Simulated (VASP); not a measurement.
# H (P4/mmm) in VASP: notebook

The runs below take H through single point, with PBEsol+D3(BJ), PBEsol+D4, PBEsol.

Program: VASP 6.6.1. These are calculated values, not measurements. Logs are shortened: lines on timing, memory, paths and dates and some standing lists are left out, and cuts for length are marked.

## Step 1: The cell of the first run

Symmetry: P4/mmm, No. 123, tetragonal system. The conventional cell has a = 2.650 Å, b = 2.650 Å, c = 0.980 Å, α = 90.00°, β = 90.00°, γ = 90.00°. H (site symmetry 4/mmm) has 2 H at 0.98 Å within 1.3 Å.

## Step 2: Single point, PBEsol+D3(BJ)

The input, INCAR:

```
SYSTEM = H
PREC = Accurate
ENCUT = 520
EDIFF = 1E-6
ISMEAR = -1
SIGMA = 0.05
LREAL = .False.
LASPH = .True.
NELM = 100
ALGO = Normal
ISIF = 2
LWAVE = .False.
LCHARG = .True.
GGA = PS
IVDW = 12
LELF = .True.
LVHAR = .True.
NBANDS = 6
```

The input, KPOINTS:

```
Automatic mesh
0
Gamma
  10 10 26
  0 0 0
```

The input, POSCAR:

```
H
1.0
    2.6496387389      0.0000000000      0.0000000000
    0.0000000000      2.6496387389      0.0000000000
    0.0000000000      0.0000000000      0.9804929200
H
1
Direct
    0.0000000000      0.0000000000      0.5000000000
```

Potentials or basis: VASP PAW PBE potentials, release 64 (H).

Command:

```console
cat potpaw_PBE.64/H/POTCAR > POTCAR
mpirun -np 1 vasp_std > vasp.out
```

OUTCAR:

```text
SYSTEM = H
   PREC = Accurate
   ENCUT = 520
   EDIFF = 1E-6
   ISMEAR = -1
   LREAL = .False.
   LASPH = .True.
   NELM = 100
   ISIF = 2
   GGA = PS
   IVDW = 12
 IVDW          = 12

 ion  position               nearest neighbor table
   1  0.000  0.000  0.500-

  LATTYP: Found a simple tetragonal cell.
 ALAT       =     2.6496387389
 C/A-ratio  =     0.3700477750

  Lattice vectors:

 A1 = (   2.6496387389,   0.0000000000,   0.0000000000)
 A2 = (   0.0000000000,   2.6496387389,   0.0000000000)
 A3 = (   0.0000000000,   0.0000000000,   0.9804929200)

Analysis of symmetry for initial positions (statically):
=====================================================================
 Subroutine PRICEL returns:
 Original cell was already a primitive cell.

 Routine SETGRP: Setting up the symmetry group for a
 simple tetragonal supercell.

 Subroutine GETGRP returns: Found 16 space group operations
 (whereof 16 operations were pure point group operations)
 out of a pool of 16 trial point group operations.

The static configuration has the point symmetry D_4h.

Analysis of symmetry for dynamics (positions and initial velocities):
=====================================================================
 Subroutine PRICEL returns:
 Original cell was already a primitive cell.

 Routine SETGRP: Setting up the symmetry group for a
 simple tetragonal supercell.

 Subroutine GETGRP returns: Found 16 space group operations
 (whereof 16 operations were pure point group operations)
 out of a pool of 16 trial point group operations.

The dynamic configuration has the point symmetry D_4h.

 Subroutine INISYM returns: Found 16 space group operations
 (whereof 16 operations are pure point group operations),
 and found     1 'primitive' translations

----------------------------------------------------------------------------------------

                                     Primitive cell

  volume of cell :       6.8836

  direct lattice vectors                    reciprocal lattice vectors
     2.649638739  0.000000000  0.000000000     0.377409941  0.000000000  0.000000000
     0.000000000  2.649638739  0.000000000     0.000000000  0.377409941  0.000000000
     0.000000000  0.000000000  0.980492920     0.000000000  0.000000000  1.019895177

  length of vectors
     2.649638739  2.649638739  0.980492920     0.377409941  0.377409941  1.019895177

  position of ions in fractional coordinates (direct lattice)
     0.000000000  0.000000000  0.500000000

  ion indices of the primitive-cell ions
   primitive index   ion index
                 1           1

----------------------------------------------------------------------------------------

 KPOINTS: Automatic mesh

Automatic generation of k-mesh.
 Grid dimensions read from file:
 generate k-points for:   10   10   26

 Generating k-lattice:

  Cartesian coordinates                     Fractional coordinates (reciprocal lattice)
     0.037740994  0.000000000  0.000000000     0.100000000  0.000000000  0.000000000
     0.000000000  0.037740994  0.000000000     0.000000000  0.100000000  0.000000000
     0.000000000  0.000000000  0.039226738     0.000000000  0.000000000  0.038461538

  Length of vectors
     0.037740994  0.037740994  0.039226738

  Shift w.r.t. Gamma in fractional coordinates (k-lattice)
     0.000000000  0.000000000  0.000000000

 Subroutine IBZKPT returns following result:
 ===========================================

 Found    294 irreducible k-points:

 Following reciprocal coordinates:
            Coordinates               Weight
  0.000000  0.000000  0.000000      1.000000
  0.100000  0.000000  0.000000      4.000000
  0.200000  0.000000  0.000000      4.000000
  0.300000  0.000000  0.000000      4.000000
  0.400000  0.000000  0.000000      4.000000
  0.500000  0.000000  0.000000      2.000000
[... 16 lines left out ...]
  0.100000  0.000000  0.038462      8.000000
  0.200000  0.000000  0.038462      8.000000
 [... further k-points ...]
   k-points           NKPTS =    294   k-points in BZ     NKDIM =    294   number of bands    NBANDS=      6
   number of dos      NEDOS =    301   number of ions     NIONS =      1
   total plane-waves  NPLWV =   3200
   dimension x,y,z NGX =    20 NGY =   20 NGZ =    8
   dimension x,y,z NGXF=    40 NGYF=   40 NGZF=   16
   ions per type =               1
   NGX,Y,Z   is equivalent  to a cutoff of  12.55, 12.55, 13.56 a.u.
   NGXF,Y,Z  is equivalent  to a cutoff of  25.10, 25.10, 27.13 a.u.
 SYSTEM =  H
   PREC   = accura    normal or accurate (medium, high low for compatibility)
   ISTART =      0    job   : 0-new  1-cont  2-samecut
   ICHARG =      2    charge: 1-file 2-atom 10-const
   ISPIN  =      1    spin polarized calculation?
   LNONCOLLINEAR =      F non collinear calculations
   LSORBIT =      F    spin-orbit coupling
   LASPH  =      T    aspherical Exc in radial PAW
   ENCUT  =  520.0 eV  38.22 Ry    6.18 a.u.   4.93  4.93  1.82*2*pi/ulx,y,z
   NELM   =    100;   NELMIN=  2; NELMDL= -5     # of ELM steps
   EDIFF  = 0.1E-05   stopping-criterion for ELM
   LREAL  =      F    real-space projection
   EDIFFG = 0.1E-04   stopping-criterion for IOM
   NSW    =      0    number of steps for IOM
   IBRION =     -1    ionic relax: 0-MD 1-quasi-New 2-CG
   NFREE  =      0    steps in history (QN), initial steepest desc. (CG)
   ISIF   =      2    stress and relaxation
   ISYM   =      2    0-nonsym 1-usesym 2-fastsym
   POTIM  = 0.5000    time-step for ionic-motion
   TEBEG  =    0.0;   TEEND  =   0.0 temperature during run
   PSTRESS=    0.0 pullay stress
   NELECT =       1.0000    total number of electrons
   NUPDOWN=      -1.0000    fix difference up-down
   EMIN   =  10.00;   EMAX   =-10.00  energy-range for DOS
   EFERMI =   0.00;   METHOD = LEGACY
   ISMEAR =    -1;   SIGMA  =   0.05  broadening in eV -4-tet -1-fermi 0-gaus
   EFERMI_NEDOS =   21; number of points for ismear=-14 and -15
   IALGO  =     38    algorithm
   IMIX   =      4    mixing-type and parameters
     AMIX     =   0.40;   BMIX     =  1.00
     AMIX_MAG =   1.60;   BMIX_MAG =  1.00
  volume/ion in A,a.u.               =       6.88        46.45
  Fermi-wavevector in a.u.,A,eV,Ry     =   0.860602  1.626302 10.076956  0.740635
  Thomas-Fermi vector in A             =   1.978131
   LORBIT       =      0    0 simple, 1 ext, 2 COOP (PROOUT), +10 PAW based schemes
   GGA     = PS    functional components
   LHFCALC =     F    Hartree Fock is set to
   AEXX    =    0.0000 exact exchange contribution
   IVDW    =    12    specifies the selected vdW correction
   LEPSILON=     F    determine dielectric tensor
   LRPA    =     F    only Hartree local field effects (RPA)
 non-spin polarized calculation
  energy-cutoff  :      520.00
  volume of cell :        6.88
 maximum number of plane-waves:       200
 NGX is ok and might be reduce to    20
   NGX =  9   NGY =  9   NGZ =  3

 number of electron       0.9999999 magnetization

 Free energy of the ion-electron system (eV)
  ---------------------------------------------------
  ext. energy  EPLUGINS =         0.00000000
  ---------------------------------------------------
  free energy    TOTEN  =        -2.94992710 eV

  energy without entropy =       -2.94988857  energy(sigma->0) =       -2.94990783

 E-fermi :  -1.4011     XC(G=0):  -6.9850

 val. band max:       -1.5633985010   @ k =   0.5000   0.5000   0.2308
 cond. band min:      -1.2338303930   @ k =   0.0000   0.0000   0.2692
 fundamental gap:      0.3295681080
 Fermi energy:        -1.4010534783

 k-point     1 :       0.0000    0.0000    0.0000
  band No.  band energies     occupation
      1     -12.4526      2.00000
      2       8.2617      0.00000
      3      14.0888      0.00000
      4      14.0888      0.00000
      5      16.9730      0.00000
      6      34.7405      0.00000

 k-point     2 :       0.1000    0.0000    0.0000
  band No.  band energies     occupation
      1     -12.3361      2.00000
      2       7.2792      0.00000
      3      13.4382      0.00000
      4      14.2735      0.00000
      5      19.2825      0.00000
      6      31.5574      0.00000

 k-point     3 :       0.2000    0.0000    0.0000
  band No.  band energies     occupation
      1     -12.0102      2.00000
      2       5.1574      0.00000
      3      13.3830      0.00000
      4      14.8147      0.00000
      5      23.4908      0.00000
      6      28.2054      0.00000

 k-point     4 :       0.3000    0.0000    0.0000
  band No.  band energies     occupation
      1     -11.5588      2.00000
      2       3.0653      0.00000
      3      13.9027      0.00000
      4      15.6551      0.00000
      5      25.3867      0.00000
      6      26.0674      0.00000

 k-point     5 :       0.4000    0.0000    0.0000
  band No.  band energies     occupation
      1     -11.1414      2.00000
      2       1.5833      0.00000
      3      14.5688      0.00000
      4      16.6068      0.00000
      5      23.4115      0.00000
      6      23.8434      0.00000
[... 136 lines left out ...]
 k-point    21 :       0.5000    0.5000    0.0000
  band No.  band energies     occupation
      1      -9.7763      2.00000
      2       4.8741      0.00000
      3       4.8741      0.00000
      4       8.3221      0.00000
      5      37.0484      0.00000
      6      43.0077      0.00000

 k-point    22 :       0.0000    0.0000    0.0385
  band No.  band energies     occupation
      1     -12.2235      2.00000
      2       8.4909      0.00000
      3      14.3201      0.00000
      4      14.3201      0.00000
      5      17.2045      0.00000
      6      34.9701      0.00000

 k-point    23 :       0.1000    0.0000    0.0385
  band No.  band energies     occupation
      1     -12.1066      2.00000
      2       7.5091      0.00000
      3      13.6693      0.00000
      4      14.5050      0.00000
      5      19.5139      0.00000
      6      31.7881      0.00000

 k-point    24 :       0.2000    0.0000    0.0385
  band No.  band energies     occupation
      1     -11.7807      2.00000
      2       5.3882      0.00000
      3      13.6136      0.00000
      4      15.0463      0.00000
      5      23.7220      0.00000
      6      28.4365      0.00000

 [... further k-points ...]

------------------------ aborting loop because EDIFF is reached ----------------------------------------

 Edisp (eV)   -0.04138

 E8    (eV) :    -0.0136

  FORCE on cell =-STRESS in cart. coord.  units (eV):
  Direction    XX          YY          ZZ          XY          YZ          ZX
  --------------------------------------------------------------------------------------
  -------------------------------------------------------------------------------------
  Total       0.01857     0.01857     0.13252     0.00000     0.00000     0.00000
  in kB       4.32273     4.32273    30.84310     0.00000     0.00000     0.00000
  external pressure =       13.16 kB  Pullay stress =        0.00 kB

 VOLUME and BASIS-vectors are now :
 -----------------------------------------------------------------------------
  energy-cutoff  :      520.00
  volume of cell :        6.88
      direct lattice vectors                 reciprocal lattice vectors
     2.649638739  0.000000000  0.000000000     0.377409941  0.000000000  0.000000000
     0.000000000  2.649638739  0.000000000     0.000000000  0.377409941  0.000000000
     0.000000000  0.000000000  0.980492920     0.000000000  0.000000000  1.019895177

 POSITION                                       TOTAL-FORCE (eV/Angst)
 -----------------------------------------------------------------------------------
      0.00000      0.00000      0.49025         0.000000      0.000000      0.000000
 -----------------------------------------------------------------------------------
    total drift:                               -0.000000      0.000000      0.000000

  FREE ENERGIE OF THE ION-ELECTRON SYSTEM (eV)
  ---------------------------------------------------
  free  energy   TOTEN  =        -2.9913113818 eV

  energy  without entropy=       -2.9912728492  energy(sigma->0) =       -2.99129212
```

Run time: 15 s. Hardware: 1 thread of Intel Xeon 8259CL, shared host; peak memory 0.12 GiB.

What came out:

* Free energy: -2.9913 eV
* Pressure: 1.3 GPa
* Band gap on the k mesh: zero (an odd number of electrons rules out a gap without spin polarisation)
* Dispersion energy per atom: -0.041 eV

Stress tensor (GPa, compression positive):
```
0.43 0.00 0.00
0.00 0.43 0.00
0.00 0.00 3.08
```

Levels at points of the mesh, in eV from the Fermi level:
| k point | band 1 | band 2 | band 3 | band 4 |
| --- | --- | --- | --- | --- |
| (0.00, 0.00, 0.00) | -11.05 | 9.66 | 15.49 | 15.49 |
| (0.50, 0.00, 0.00) | -9.56 | 2.44 | 16.30 | 18.51 |
| (0.50, 0.50, 0.00) | -8.38 | 6.28 | 6.28 | 9.72 |
| (0.00, 0.00, 0.50) | 24.14 | 31.32 | 46.72 | 51.69 |
| (0.50, 0.00, 0.50) | 25.04 | 33.68 | 41.41 | 41.72 |
| (0.50, 0.50, 0.50) | 25.77 | 35.64 | 45.16 | 45.16 |

Caveat: three body term missing; the PAW data sets were made with another functional, which shifts forces and pressure a little.

## Step 3: Single point, PBEsol+D3(BJ)

This run uses another cell than the first one, of 7.74 Å³/atom.

The input, INCAR:

```
  PREC = Accurate
  ENCUT = 520
  EDIFF = 1E-6
  ISMEAR = -1
  SIGMA = 0.05
  LREAL = False
  LASPH = True
  NELM = 60
  ALGO = Normal
  ISIF = 2
  LWAVE = False
  LCHARG = True
  GGA = PS
  IVDW = 12
  LELF = True
  LVHAR = True
  NBANDS = 6
```

The input, KPOINTS:

```
regular mesh
0
Gamma
  10 10 26
```

The input, POSCAR:

```
H
1.0
    2.7963540556      0.0000000000      0.0000000000
    0.0000000000      2.7963540556      0.0000000000
    0.0000000000      0.0000000000      0.9903064783
H
1
Direct
    0.0000000000      0.0000000000      0.5000000000
```

Potentials or basis: VASP PAW PBE potentials, release 64 (H).

Command:

```console
cat potpaw_PBE.64/H/POTCAR > POTCAR
mpirun -np 1 vasp_std > vasp.out
```

Run time: 19 s. Hardware: 1 thread of Intel Xeon 8259CL, shared host; peak memory 0.13 GiB.

Results (log left out):

```yaml
Free_energy: -2.9935 eV
Pressure: -0.2 GPa
Band_gap_on_the_k_mesh: zero (an odd number of electrons rules out a gap without spin polarisation)
Dispersion_energy_per_atom: -0.037 eV
```

Levels at points of the mesh, in eV from the Fermi level:
```tsv
k point	band 1	band 2	band 3	band 4
(0.00, 0.00, 0.00)	-10.55	8.63	14.08	14.08
(0.50, 0.00, 0.00)	-9.40	2.60	14.69	16.68
(0.50, 0.50, 0.00)	-8.48	5.95	5.95	9.28
(0.00, 0.00, 0.50)	23.79	31.11	45.16	49.60
(0.50, 0.00, 0.50)	24.46	33.02	40.80	41.08
(0.50, 0.50, 0.50)	24.99	34.60	44.08	44.08
```

Caveat: the PAW data sets were made with another functional, which shifts forces and pressure a little.

## Step 4: Single point, PBEsol+D4

This run uses another cell than the first one, of 7.83 Å³/atom.

The input, INCAR:

```
PREC = Accurate ; ENCUT = 520
EDIFF = 1E-7 ; ISMEAR = -1
SIGMA = 0.05 ; LREAL = False
LASPH = True ; NELM = 80
ALGO = Normal ; ISIF = 2
LWAVE = False ; LCHARG = False
GGA = PS ; IVDW = 13
NBANDS = 6
```

The input, KPOINTS:

```
Automatic mesh
0
Gamma
  10 10 26
```

The input, POSCAR:

```
H
1.0
    2.8174505494      0.0000000000      0.0000000000
    0.0000000000      2.8174505494      0.0000000000
    0.0000000000      0.0000000000      0.9867746046
H
1
Direct
    0.0000000000      0.0000000000      0.5000000000
```

Command:

```console
cat potpaw_PBE.64/H/POTCAR > POTCAR
mpirun -np 1 vasp_std > vasp.out
```

Wall time 22 s (1 thread of Intel Xeon 8259CL, shared host); peak memory 0.12 GiB.

The run converged. Its results:

```
Free energy                : -2.9916 eV
Pressure                   : -0.2 GPa
Band gap on the k mesh     : zero (an odd number of electrons rules out a gap without spin polarisation)
Dispersion energy per atom : -0.035 eV
```

Levels at points of the mesh, in eV from the Fermi level:
```
           k point  band 1  band 2  band 3  band 4
(0.00, 0.00, 0.00)  -10.58    8.44   13.84   13.84
(0.50, 0.00, 0.00)   -9.48    2.57   14.42   16.38
(0.50, 0.50, 0.00)   -8.60    5.85    5.85    9.18
(0.00, 0.00, 0.50)   24.03   31.38   45.28   49.63
(0.50, 0.00, 0.50)   24.66   33.22   41.05   41.33
(0.50, 0.50, 0.50)   25.17   34.73   44.27   44.27
```

Caveat: the PAW data sets were made with another functional, which shifts forces and pressure a little.

## Step 5: Single point, PBEsol+D3(BJ)

This run uses another cell than the first one, of 8.06 Å³/atom.

The input, INCAR:

```
  ALGO = Normal
  EDIFF = 1E-6
  ENCUT = 520
  GGA = PS
  ISIF = 2
  ISMEAR = -1
  IVDW = 12
  LASPH = T
  LCHARG = F
  LREAL = F
  LWAVE = F
  NBANDS = 6
  NELM = 80
  PREC = Accurate
  SIGMA = 0.05
```

The input, KPOINTS:

```
k-points
0
Gamma
  10 10 26
```

The input, POSCAR:

```
H
1.0
    2.8523147642      0.0000000000      0.0000000000
    0.0000000000      2.8523147642      0.0000000000
    0.0000000000      0.0000000000      0.9904693470
H
1
Direct
    0.0000000000      0.0000000000      0.5000000000
```

Command:

```console
cat potpaw_PBE.64/H/POTCAR > POTCAR
mpirun -np 1 vasp_std > vasp.out
```

It took 19 s on 1 thread of Intel Xeon 8259CL, shared host; peak memory 0.13 GiB.

The run converged. Its results:

```yaml
Free_energy: -2.9934 eV
Pressure: -0.3 GPa
Band_gap_on_the_k_mesh: zero (an odd number of electrons rules out a gap without spin polarisation)
Dispersion_energy_per_atom: -0.036 eV
```

Stress tensor (GPa, compression positive):
```
-0.35  0.00  0.00
 0.00 -0.35  0.00
 0.00  0.00 -0.17
```

Levels at points of the mesh, in eV from the Fermi level:
```csv
k point,band 1,band 2,band 3,band 4
"(0.00, 0.00, 0.00)",-10.45,8.25,13.57,13.57
"(0.50, 0.00, 0.00)",-9.41,2.62,14.11,16.02
"(0.50, 0.50, 0.00)",-8.58,5.80,5.80,9.09
"(0.00, 0.00, 0.50)",23.85,31.23,44.86,49.10
"(0.50, 0.00, 0.50)",24.44,32.99,40.82,41.09
"(0.50, 0.50, 0.50)",24.92,34.43,43.93,43.93
```

Caveat: three body term missing; the PAW data sets were made with another functional, which shifts forces and pressure a little.

## Step 6: Single point, PBEsol

This run uses another cell than the first one, of 10.26 Å³/atom.

The input, INCAR:

```
ALGO = Normal
EDIFF = 1E-6
ENCUT = 520
GGA = PS
ISIF = 2
ISMEAR = -1
LASPH = T
LCHARG = T
LELF = T
LREAL = F
LVHAR = T
LWAVE = F
NBANDS = 6
NELM = 60
PREC = Accurate
SIGMA = 0.05
```

KPOINTS is that of step 5.

The input, POSCAR:

```
H
1.0
    3.2180458288      0.0000000000      0.0000000000
    0.0000000000      3.2180458288      0.0000000000
    0.0000000000      0.0000000000      0.9903068794
H
1
Direct
    0.0000000000      0.0000000000      0.5000000000
```

Potentials or basis: VASP PAW PBE potentials, release 64 (H).

Command:

```console
cat potpaw_PBE.64/H/POTCAR > POTCAR
mpirun -np 1 vasp_std > vasp.out
```

Run time: 20 s. Hardware: 1 thread of Intel Xeon 8259CL, shared host; peak memory 0.12 GiB.

The run converged. Its results:

* Free energy: -2.9607 eV
* Pressure: -0.1 GPa
* Band gap on the k mesh: zero (an odd number of electrons rules out a gap without spin polarisation)

Levels at points of the mesh, in eV from the Fermi level:
```csv
k point,band 1,band 2,band 3,band 4,band 5
"(0.00, 0.00, 0.00)",-10.06,6.30,10.84,10.84,13.65
"(0.50, 0.00, 0.00)",-9.54,2.66,11.08,12.56,17.38
"(0.50, 0.50, 0.00)",-9.11,5.02,5.02,7.98,24.80
"(0.00, 0.00, 0.50)",24.10,31.81,43.40,46.53,48.90
"(0.50, 0.00, 0.50)",24.36,32.81,40.90,41.10,48.35
"(0.50, 0.50, 0.50)",24.58,33.64,43.21,43.21,43.52
```

Caveat: the PAW data sets were made with another functional, which shifts forces and pressure a little.

## Step 7: Summary

| level | cell | gap on the mesh (eV) | pressure (GPa) |
| --- | --- | --- | --- |
| PBEsol+D3(BJ) | a = 2.650, b = 2.650, c = 0.980 Å, 1 atom | none | 1.3 |
| PBEsol+D3(BJ) | a = 2.796, b = 2.796, c = 0.990 Å, 1 atom | none | -0.2 |
| PBEsol+D4 | a = 2.817, b = 2.817, c = 0.987 Å, 1 atom | none | -0.2 |
| PBEsol+D3(BJ) | a = 2.852, b = 2.852, c = 0.990 Å, 1 atom | none | -0.3 |
| PBEsol | a = 3.218, b = 3.218, c = 0.990 Å, 1 atom | none | -0.1 |

Alike in all rows: task single point; potentials or basis VASP PAW PBE potentials, release 64 (H); no spin polarisation; k mesh 10 × 10 × 26; cutoff (eV) 520; smearing fermi-dirac 0.05 eV.

Caveats: the PAW data sets were made with another functional, which shifts forces and pressure a little; three body term missing (at least some runs).

Total energies depend on the potentials used, so only differences within one code and one set of settings carry meaning.
